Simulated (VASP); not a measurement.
Fe, 1 atom in the cell. It takes space group Im-3m (No. 229, cubic). Conventional cell: a = 2.833 Å, b = 2.833 Å, c = 2.833 Å, α = 90.00°, β = 90.00°, γ = 90.00°. Fe (site symmetry m-3m) has 14 Fe at 2.45 to 2.83 Å within 3.2 Å. 

| Quantity | Value |
| --- | --- |
| Program | VASP 6.6.1 |
| Task | single point |
| Functional | PBE |
| Potentials or basis | VASP PAW PBE potentials, release 64 (Fe) |
| Cutoff | 520 eV |
| k mesh | 15 × 15 × 15 |
| Occupations | gaussian, width 0.6 eV |
| Spin | collinear spin, ferromagnetic start |
| Starting moments | [2.208] μB |
| Dipole correction | no |
| Further INCAR settings | ALGO = Normal; EDIFF = 1e-06; NBANDS = 14 |

Potentials or basis: VASP PAW PBE potentials, release 64 (Fe).

The run is started by

```console
$ cat potpaw_PBE.64/Fe/POTCAR > POTCAR
$ mpirun -np 1 vasp_std > vasp.out
```

Hardware: 1 thread of AMD EPYC 7R13, on a shared host.

How long does it take, and how much memory?

It took 47 s on 1 thread of AMD EPYC 7R13, with other jobs on the host, peak memory 0.11 GiB. Counts: scf iterations 13, k points 120.
